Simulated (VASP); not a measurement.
Input of a VASP 6.6.1 run:

The input POSCAR:

```
Ti2C
1.0
    0.0000000000      4.3124976225      4.3124976225
    4.3124976225      0.0000000000      4.3124976225
    4.3124976225      4.3124976225      0.0000000000
Ti C
8 4
Direct
    0.8568108600      0.3810630500      0.3810630500
    0.3810630500      0.3810630500      0.3810630500
    0.3810630500      0.3810630500      0.8568108600
    0.8689369500      0.3931891400      0.8689369500
    0.8689369500      0.8689369500      0.8689369500
    0.3931891400      0.8689369500      0.8689369500
    0.8689369500      0.8689369500      0.3931891400
    0.3810630500      0.8568108600      0.3810630500
    0.6250000000      0.6250000000      0.6250000000
    0.1250000000      0.6250000000      0.6250000000
    0.6250000000      0.6250000000      0.1250000000
    0.6250000000      0.1250000000      0.6250000000
```

The input INCAR.step1:

```
SYSTEM = Ti2C
  PREC = Accurate
  ENCUT = 660
  ISMEAR = 0
  SIGMA = 0.1
  LREAL = .FALSE.
  LASPH = .TRUE.
  NELM = 120
  NBANDS = 68
  GGA = PE
  ALGO = Normal
  EDIFF = 1E-5
  LWAVE = .TRUE.
  LCHARG = .FALSE.
  GGA_COMPAT = .FALSE.
```

Contents of INCAR.step2:

```
SYSTEM = Ti2C
  PREC = Accurate
  ENCUT = 660
  EDIFF = 1E-6
  ISMEAR = 0
  SIGMA = 0.1
  LREAL = .FALSE.
  LASPH = .TRUE.
  NELM = 120
  ALGO = Normal
  ISIF = 2
  LWAVE = .FALSE.
  LCHARG = .FALSE.
  METAGGA = R2SCAN
  LMIXTAU = .TRUE.
  NBANDS = 68
  ISTART = 1
  GGA_COMPAT = .FALSE.
```

Contents of KPOINTS:

```
regular mesh
0
G
  4 4 4
  0 0 0
```

Potentials or basis: VASP PAW PBE potentials, release 64 (Ti_sv, C).

Launch:

```sh
$ cat potpaw_PBE.64/Ti_sv/POTCAR potpaw_PBE.64/C/POTCAR > POTCAR
$ cp INCAR.step1 INCAR
$ mpirun -np 1 vasp_std > vasp.out
$ cp INCAR.step2 INCAR
$ mpirun -np 1 vasp_std > vasp.out
```

Task: What does it give for the pressure?

Result: 0.0 GPa.

Task: Predict the band gap on the k mesh.

Result: 0.02 eV (least direct gap 0.38 eV).

Task: Predict the largest force.

Result: 0.013 eV/Å.

Forces on the atoms (eV/Å):
```
Ti   0.007 -0.007 -0.007
Ti   0.007  0.007  0.007
Ti  -0.007 -0.007  0.007
Ti   0.007 -0.007  0.007
Ti  -0.007 -0.007 -0.007
Ti  -0.007  0.007  0.007
Ti   0.007  0.007 -0.007
Ti  -0.007  0.007 -0.007
C    0.000  0.000  0.000
C    0.000  0.000  0.000
C    0.000  0.000  0.000
C    0.000  0.000  0.000
```

Caveat: the smearing spreads over this small gap; the PAW data sets were made with another functional, which shifts forces and pressure a little. A k mesh can miss the band edges.
